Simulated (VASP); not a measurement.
# Nb in VASP: single point with PBE

Aim: the single point of Nb with PBE.

Everything below comes from runs of VASP 6.6.1. Logs are shortened: lines on timing, memory, paths and dates and some standing lists are left out, and cuts for length are marked.

### Step 1. The cell of the first run

The cell holds a slab with vacuum, 1 atom: a = 2.983 Å, b = 4.219 Å, c = 16.000 Å, α = 90.00°, β = 90.00°, γ = 90.00°.

### Step 2. Single point, PBE

File POSCAR:

```
Nb
1.0
    2.9829714883      0.0000000000      0.0000000000
    0.0000000000      4.2185587350      0.0000000000
    0.0000000000      0.0000000000     16.0000000000
Nb
1
Direct
    0.0000000000      0.0000000000      0.5000000000
```

File INCAR.step1:

```
PREC = Accurate
ENCUT = 520
EDIFF = 1E-6
ISMEAR = -1
SIGMA = 0.05
LREAL = False
LASPH = True
NELM = 100
ALGO = Normal
ISIF = 2
LWAVE = False
LCHARG = True
LMAXMIX = 4
LDIPOL = True
IDIPOL = 3
DIPOL = 0.5 0.5 0.500
GGA = PE
NBANDS = 12
```

File KPOINTS.step1:

```
regular mesh
0
Gamma
  12 9 1
```

File INCAR.step2:

```
PREC = Accurate
ENCUT = 520
EDIFF = 1E-6
ISMEAR = -5
SIGMA = 0.05
LREAL = False
LASPH = True
NELM = 100
ALGO = Normal
ISIF = 2
LWAVE = False
LCHARG = False
LMAXMIX = 4
LDIPOL = True
IDIPOL = 3
DIPOL = 0.5 0.5 0.500
GGA = PE
LORBIT = 11
NBANDS = 12
NEDOS = 1001
ICHARG = 11
```

File KPOINTS.step2:

```
regular mesh
0
Gamma
  18 14 1
```

Potentials or basis: VASP PAW PBE potentials, release 64 (Nb_sv).

Run with:

```sh
> cat potpaw_PBE.64/Nb_sv/POTCAR > POTCAR
> cp INCAR.step1 INCAR
> cp KPOINTS.step1 KPOINTS
> mpirun -np 1 vasp_std > vasp.out
> cp INCAR.step2 INCAR
> cp KPOINTS.step2 KPOINTS
> mpirun -np 1 vasp_std > vasp.out
```

OUTCAR:

```text
PREC = Accurate
   ENCUT = 520
   EDIFF = 1E-6
   ISMEAR = -5
   LREAL = False
   LASPH = True
   NELM = 100
   ISIF = 2
   GGA = PE
   LORBIT = 11
   ICHARG = 11

 ion  position               nearest neighbor table
   1  0.000  0.000  0.500-

  LATTYP: Found a simple orthorhombic cell.
 ALAT       =     2.9829714883
 B/A-ratio  =     1.4142135624
 C/A-ratio  =     5.3637790581

  Lattice vectors:

 A1 = (   2.9829714883,   0.0000000000,   0.0000000000)
 A2 = (   0.0000000000,   4.2185587350,   0.0000000000)
 A3 = (   0.0000000000,   0.0000000000,  16.0000000000)

Analysis of symmetry for initial positions (statically):
=====================================================================
 Subroutine PRICEL returns:
 Original cell was already a primitive cell.

 Routine SETGRP: Setting up the symmetry group for a
 simple orthorhombic supercell.

 Subroutine GETGRP returns: Found  8 space group operations
 (whereof  8 operations were pure point group operations)
 out of a pool of  8 trial point group operations.

The static configuration has the point symmetry D_2h.

Analysis of symmetry for dynamics (positions and initial velocities):
=====================================================================
 Subroutine PRICEL returns:
 Original cell was already a primitive cell.

 Routine SETGRP: Setting up the symmetry group for a
 simple orthorhombic supercell.

 Subroutine GETGRP returns: Found  8 space group operations
 (whereof  8 operations were pure point group operations)
 out of a pool of  8 trial point group operations.

The dynamic configuration has the point symmetry D_2h.

 Subroutine INISYM returns: Found  8 space group operations
 (whereof  8 operations are pure point group operations),
 and found     1 'primitive' translations

----------------------------------------------------------------------------------------

                                     Primitive cell

  volume of cell :     201.3414

  direct lattice vectors                    reciprocal lattice vectors
     2.982971488  0.000000000  0.000000000     0.335236191  0.000000000  0.000000000
     0.000000000  4.218558735  0.000000000     0.000000000  0.237047784  0.000000000
     0.000000000  0.000000000 16.000000000     0.000000000  0.000000000  0.062500000

  length of vectors
     2.982971488  4.218558735 16.000000000     0.335236191  0.237047784  0.062500000

  position of ions in fractional coordinates (direct lattice)
     0.000000000  0.000000000  0.500000000

  ion indices of the primitive-cell ions
   primitive index   ion index
                 1           1

----------------------------------------------------------------------------------------

 KPOINTS: regular mesh

Automatic generation of k-mesh.
 Grid dimensions read from file:
 generate k-points for:   18   14    1

 Generating k-lattice:

  Cartesian coordinates                     Fractional coordinates (reciprocal lattice)
     0.018624233  0.000000000  0.000000000     0.055555556  0.000000000  0.000000000
     0.000000000  0.016931985  0.000000000     0.000000000  0.071428571  0.000000000
     0.000000000  0.000000000  0.062500000     0.000000000  0.000000000  1.000000000

  Length of vectors
     0.018624233  0.016931985  0.062500000

  Shift w.r.t. Gamma in fractional coordinates (k-lattice)
     0.000000000  0.000000000  0.000000000

 TETIRR: Found    756 inequivalent tetrahedra from     1512

 Subroutine IBZKPT returns following result:
 ===========================================

 Found     80 irreducible k-points:

 Following reciprocal coordinates:
            Coordinates               Weight
  0.000000  0.000000  0.000000      1.000000
  0.055556  0.000000  0.000000      2.000000
  0.111111  0.000000  0.000000      2.000000
  0.166667  0.000000  0.000000      2.000000
  0.222222  0.000000  0.000000      2.000000
  0.277778  0.000000  0.000000      2.000000
[... 16 lines left out ...]
  0.111111  0.142857  0.000000      4.000000
  0.166667  0.142857  0.000000      4.000000
 [... further k-points ...]
   k-points           NKPTS =     80   k-points in BZ     NKDIM =     80   number of bands    NBANDS=     12
   number of dos      NEDOS =   1001   number of ions     NIONS =      1
   total plane-waves  NPLWV =  92160
   dimension x,y,z NGX =    24 NGY =   32 NGZ =  120
   dimension x,y,z NGXF=    48 NGYF=   64 NGZF=  240
   ions per type =               1
   NGX,Y,Z   is equivalent  to a cutoff of  13.38, 12.61, 12.47 a.u.
   NGXF,Y,Z  is equivalent  to a cutoff of  26.75, 25.22, 24.94 a.u.
 SYSTEM =  unknown system
   PREC   = accura    normal or accurate (medium, high low for compatibility)
   ISTART =      0    job   : 0-new  1-cont  2-samecut
   ICHARG =     11    charge: 1-file 2-atom 10-const
   ISPIN  =      1    spin polarized calculation?
   LNONCOLLINEAR =      F non collinear calculations
   LSORBIT =      F    spin-orbit coupling
   LASPH  =      T    aspherical Exc in radial PAW
   ENCUT  =  520.0 eV  38.22 Ry    6.18 a.u.   5.55  7.84 29.75*2*pi/ulx,y,z
   NELM   =    100;   NELMIN=  2; NELMDL=  0     # of ELM steps
   EDIFF  = 0.1E-05   stopping-criterion for ELM
   LREAL  =      F    real-space projection
   EDIFFG = 0.1E-04   stopping-criterion for IOM
   NSW    =      0    number of steps for IOM
   IBRION =     -1    ionic relax: 0-MD 1-quasi-New 2-CG
   NFREE  =      0    steps in history (QN), initial steepest desc. (CG)
   ISIF   =      2    stress and relaxation
   ISYM   =      2    0-nonsym 1-usesym 2-fastsym
   POTIM  = 0.5000    time-step for ionic-motion
   TEBEG  =    0.0;   TEEND  =   0.0 temperature during run
   PSTRESS=    0.0 pullay stress
   NELECT =      13.0000    total number of electrons
   NUPDOWN=      -1.0000    fix difference up-down
   EMIN   =  10.00;   EMAX   =-10.00  energy-range for DOS
   EFERMI =   0.00;   METHOD = LEGACY
   ISMEAR =    -5;   SIGMA  =   0.05  broadening in eV -4-tet -1-fermi 0-gaus
   EFERMI_NEDOS =   21; number of points for ismear=-14 and -15
   IALGO  =     38    algorithm
   IMIX   =      4    mixing-type and parameters
     AMIX     =   0.40;   BMIX     =  1.00
     AMIX_MAG =   1.60;   BMIX_MAG =  1.00
  volume/ion in A,a.u.               =     201.34      1358.72
  Fermi-wavevector in a.u.,A,eV,Ry     =   0.656767  1.241110  5.868783  0.431343
  Thomas-Fermi vector in A             =   1.728063
   LORBIT       =     11    0 simple, 1 ext, 2 COOP (PROOUT), +10 PAW based schemes
   GGA     = PE    functional components
   LHFCALC =     F    Hartree Fock is set to
   AEXX    =    0.0000 exact exchange contribution
   IVDW    =     0    specifies the selected vdW correction
   LEPSILON=     F    determine dielectric tensor
   LRPA    =     F    only Hartree local field effects (RPA)
 non-spin polarized calculation
 Fermi weights with tetrahedron method with Bloechl corrections
  energy-cutoff  :      520.00
  volume of cell :      201.34
 maximum number of plane-waves:      5483
 NGX is ok and might be reduce to    24

 number of electron      13.0000001 magnetization

 dipolmoment           0.000000      0.000000     -0.000000 electrons x Angstroem

 Free energy of the ion-electron system (eV)
  ---------------------------------------------------
  ext. energy  EPLUGINS =         0.00000000
  ---------------------------------------------------
  free energy    TOTEN  =        -4.99514845 eV

  energy without entropy =       -4.99514845  energy(sigma->0) =       -4.99514845

 E-fermi :  -2.6721     XC(G=0):  -2.6148

 val. band max:       -2.6736931081   @ k =   0.1667   0.2143   0.0000
 cond. band min:      -2.6583396140   @ k =   0.1111   0.2143   0.0000
 fundamental gap:      0.0153534941
 Fermi energy:        -2.6721208420

 k-point     1 :       0.0000    0.0000    0.0000
  band No.  band energies     occupation
      1     -58.2134      2.00000
      2     -34.4113      2.00000
      3     -34.3266      2.00000
      4     -33.6173      2.00000
      5      -5.5109      2.00000
      6      -3.8076      2.00000
      7      -2.9565      2.00000
      8      -2.3574      0.00000
      9      -1.4227      0.00000
     10      -0.5818      0.00000
     11      -0.3982      0.00000
     12       1.2417      0.00000

 k-point     2 :       0.0556    0.0000    0.0000
  band No.  band energies     occupation
      1     -58.2117      2.00000
      2     -34.4094      2.00000
      3     -34.3247      2.00000
      4     -33.6357      2.00000
      5      -5.4190      2.00000
      6      -3.7540      2.00000
      7      -2.9325      2.00000
      8      -2.3421      0.00000
      9      -1.5375      0.00000
     10      -0.5433      0.00000
     11      -0.5075      0.00000
     12       1.2914      0.00000

 k-point     3 :       0.1111    0.0000    0.0000
  band No.  band energies     occupation
      1     -58.2065      2.00000
      2     -34.4041      2.00000
      3     -34.3195      2.00000
      4     -33.6884      2.00000
      5      -5.1536      2.00000
      6      -3.5911      2.00000
      7      -2.8613      2.00000
      8      -2.2976      0.00000
      9      -1.8214      0.00000
     10      -0.9101      0.00000
     11      -0.3189      0.00000
     12       1.4404      0.00000
[... 286 lines left out ...]
 k-point    23 :       0.1111    0.1429    0.0000
  band No.  band energies     occupation
      1     -58.2065      2.00000
      2     -34.4039      2.00000
      3     -34.3220      2.00000
      4     -33.6882      2.00000
      5      -5.0068      2.00000
      6      -3.5003      2.00000
      7      -2.8230      2.00000
      8      -2.5081     -0.05698
      9      -1.6422      0.00000
     10      -0.9583      0.00000
     11      -0.1780      0.00000
     12       1.5996      0.00000

 k-point    24 :       0.1667    0.1429    0.0000
  band No.  band energies     occupation
      1     -58.1986      2.00000
      2     -34.3957      2.00000
      3     -34.3139      2.00000
      4     -33.7682      2.00000
      5      -4.5834      2.00000
      6      -3.2436      2.00000
      7      -2.7106      1.70003
      8      -2.4605      0.00000
      9      -2.0210      0.00000
     10      -1.4231      0.00000
     11       0.1371      0.00000
     12       1.8482      0.00000

 [... further k-points ...]

------------------------ aborting loop because EDIFF is reached ----------------------------------------

 vacuum level on the upper side and lower side of the slab       (xc-potential included)        -0.113        -0.113

  FORCE on cell =-STRESS in cart. coord.  units (eV):
  Direction    XX          YY          ZZ          XY          YZ          ZX
  --------------------------------------------------------------------------------------
  -------------------------------------------------------------------------------------
  Total       -8.2652676     -3.3588977      0.4406485     -0.0000000      0.0000000      0.0000000
  in kB      -65.7709805    -26.7284748      3.5064666     -0.0000000      0.0000000      0.0000000
  external PRESSURE =     -29.6643296 kB  Pullay stress =       0.0000000 kB

 VOLUME and BASIS-vectors are now :
 -----------------------------------------------------------------------------
  energy-cutoff  :      520.00
  volume of cell :      201.34
      direct lattice vectors                 reciprocal lattice vectors
     2.982971488  0.000000000  0.000000000     0.335236191  0.000000000  0.000000000
     0.000000000  4.218558735  0.000000000     0.000000000  0.237047784  0.000000000
     0.000000000  0.000000000 16.000000000     0.000000000  0.000000000  0.062500000

 POSITION                                       TOTAL-FORCE (eV/Angst)
 -----------------------------------------------------------------------------------
      0.00000      0.00000      8.00000         0.000000      0.000000      0.000000
 -----------------------------------------------------------------------------------
    total drift:                               -0.000000     -0.000000     -0.000000

  FREE ENERGIE OF THE ION-ELECTRON SYSTEM (eV)
  ---------------------------------------------------
  free  energy   TOTEN  =        -4.9951484535 eV

  energy  without entropy=       -4.9951484535  energy(sigma->0) =       -4.99514845

 vacuum level on the upper side and lower side of the slab         1.526         1.526

 total charge

# of ion       s       p       d       tot
------------------------------------------
    1        2.172   5.890   2.417  10.479
```

Run time: 3.8 min. Hardware: 1 thread of Intel Xeon Platinum 8259CL at 2.50GHz (Skylake/Cascade Lake), shared host; peak memory 0.38 GiB.

What came out:

```
Valence electrons inside the program's atomic spheres : Nb 10.48
```

Levels at points of the mesh, in eV from the Fermi level:
```
           k point  band 3  band 4  band 5  band 6  band 7  band 8  band 9  band 10
(0.00, 0.00, 0.00)  -31.65  -30.95   -2.84   -1.14   -0.28    0.31    1.25     2.09
(0.50, 0.00, 0.00)  -31.59  -31.53   -1.01   -0.47    0.10    0.81    0.87     2.22
(0.00, 0.50, 0.00)  -31.67  -30.94   -2.19   -0.40   -0.14    0.62    1.37     2.11
(0.50, 0.50, 0.00)  -31.61  -31.53   -1.21   -0.89    0.48    0.77    2.12     3.82
```
